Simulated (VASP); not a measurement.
Set up this calculation in VASP 6.6.1, as the native input.

* Task: electric field gradients
* Functional: LDA
* Potentials or basis: VASP PAW LDA potentials, release 64 (Si)
* Cutoff: 520 eV
* k mesh: 12 × 12 × 12
* Occupations: fermi-dirac, width 0.08 eV
* Spin: no spin polarisation
* Dipole correction: no
* Further INCAR settings: ALGO = Normal; EDIFF = 1e-08; NBANDS = 11

The structure of Si lies in POSCAR:

```
Si
1.0
    0.0000000000      2.7512039663      2.7512039663
    2.7512039663      0.0000000000      2.7512039663
    2.7512039663      2.7512039663      0.0000000000
Si
2
Direct
    0.5000000000      0.5000000000      0.5000000000
    0.7500000000      0.7500000000      0.7500000000
```

These files were run (other wordings do the same):

INCAR

```
SYSTEM = Si
PREC     = Accurate       ! precision mode
ENCUT    = 520            ! plane-wave cutoff, eV
EDIFF    = 1E-8           ! SCF threshold, eV
ISMEAR   = -1             ! smearing method
SIGMA    = 0.08           ! smearing width, eV
LREAL    = .False.        ! projectors in reciprocal space
LASPH    = .True.         ! aspherical terms in the spheres
NELM     = 80             ! most SCF steps
ALGO     = Normal         ! electronic algorithm
ISIF     = 2              ! what is computed and relaxed
LWAVE    = .False.        ! write WAVECAR
LCHARG   = .False.        ! write CHGCAR
LEFG     = .True.       
NBANDS   = 11             ! bands
```

KPOINTS

```
Automatic mesh
0
Gamma
  12 12 12
  0 0 0
```

Potentials or basis: VASP PAW LDA potentials, release 64 (Si).

Launch:

```sh
$ cat potpaw_LDA.64/Si/POTCAR > POTCAR
$ mpirun -np 1 vasp_std > vasp.out
```

It gave:

```
Pressure                                : -4.7 GPa
Band gap on the k mesh                  : 0.53 eV (least direct gap 2.45 eV)
Largest electric field gradient by atom : zero within the noise of the run
```

Caveat: the cell stands under tension.

Wall time 21 s on 1 thread of AMD EPYC 7R13 Processor (Zen 3), on a shared host, peak memory 0.12 GiB.
